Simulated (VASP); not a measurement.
Write the native input for VASP 6.6.1 that does the following.

| Quantity | Value |
| --- | --- |
| Task | single point |
| Functional | LDA |
| Potentials or basis | VASP PAW LDA potentials, release 64 (W_sv) |
| Cutoff | 500 eV |
| k mesh | 4 × 4 × 4 |
| Occupations | tetrahedron |
| Spin | collinear spin, zero start |
| Starting moments | [0.0] μB |
| Hubbard terms | W d U = 1.1 eV |
| Dipole correction | no |
| Further INCAR settings | ALGO = Normal; EDIFF = 1e-06; NBANDS = 17 |

The structure of W lies in POSCAR:

```
W
1.0
   -1.4535298533      1.4535298533      1.4535298533
    1.4535298533     -1.4535298533      1.4535298533
    1.4535298533      1.4535298533     -1.4535298533
W
1
Direct
    0.0000000000      0.0000000000      0.0000000000
```

One way to write it, as run:

INCAR

```
PREC     = Accurate       # precision mode
ENCUT    = 500            # plane-wave cutoff, eV
EDIFF    = 1E-6           # SCF threshold, eV
ISMEAR   = -5             # smearing method
SIGMA    = 0.1            # smearing width, eV
LREAL    = False          # projectors in reciprocal space
LASPH    = True           # aspherical terms in the spheres
NELM     = 200            # most SCF steps
ALGO     = Normal         # electronic algorithm
ISIF     = 2              # what is computed and relaxed
LWAVE    = False          # write WAVECAR
LCHARG   = False          # write CHGCAR
ISPIN    = 2              # spin polarisation
MAGMOM   = 0              # initial moments
LORBIT   = 11             # projections on sites
LMAXMIX  = 4              # l up to which the mixer works
LDAU     = True           # DFT+U
LDAUTYPE = 2            
LDAUL    = 2              # shell
LDAUU    = 1.1            # U, eV
LDAUJ    = 0            
LDAUPRINT= 1            
NBANDS   = 17             # bands
GGA_COMPAT= False
```

KPOINTS

```
regular mesh
0
Gamma
  4 4 4
```

Potentials or basis: VASP PAW LDA potentials, release 64 (W_sv).

Launch:

```sh
$ cat potpaw_LDA.64/W_sv/POTCAR > POTCAR
$ mpirun -np 1 vasp_std > vasp.out
```

Results of the run:

* Pressure: 139.7 GPa
* Band gap on the k mesh: zero (filled and empty bands overlap)
* Net moment: 0.00 μB per cell
* Valence electrons inside the program's atomic spheres: W 12.86

Caveat: the k points lie up to 0.76 Å⁻¹ apart; spin-orbit coupling is left out, which moves the levels of the heavy elements; the U is typed as a test and isn't derived for this compound; tetrahedron occupations give inexact forces and stress in metals.

Wall time 3.2 s on 1 thread of Intel Xeon 6975P-C, with other jobs on the host, peak memory 0.12 GiB.
